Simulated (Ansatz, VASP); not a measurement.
As in VASP and in Ansatz

```
As
1.0
     2.90969    0.00000    0.00000
    -1.45484    2.51986    0.00000
     0.00000    0.00000    5.40029
As
2
Direct
  0.00000 0.00000 0.74623
  0.00000 0.00000 0.25377
```

Alike in both runs: functional PBE; k mesh 6 × 6 × 4; occupations gaussian, width 0.1 eV; no spin polarisation.

Ansatz relaxed the structure, and its values are those at the end. VASP's run is a single point on that final structure, the one shown.

|  | VASP | Ansatz |
| --- | --- | --- |
| version | VASP 6.6.1 | Ansatz 0.2.0 |
| potentials or method | VASP PAW PBE potentials, release 64 (As), cutoff 520 eV | scalar-relativistic, plane waves, PAW |
| valence electrons in the cell | 10 | 30 |

Ansatz gave:

```
gap on the k mesh at the Fermi level (eV) : none
pressure (GPa)                            : 0.0
rms of the force components (eV/Å)        : 0.000
```

Task: What did VASP give for the same quantities?

Result: gap on the k mesh at the Fermi level (eV): none; pressure (GPa): 0.1; rms of the force components (eV/Å): 0.003.

A gap of «none» marks a metal or a gap that the smearing closes. The functional is the same, so the differences come from potentials, cutoffs and numerics. VASP's potentials hold 10 valence electrons a cell and Ansatz's 30, so a difference there can come from the potentials and not from the codes.

The k mesh is coarse, so the values compare programs but aren't converged.
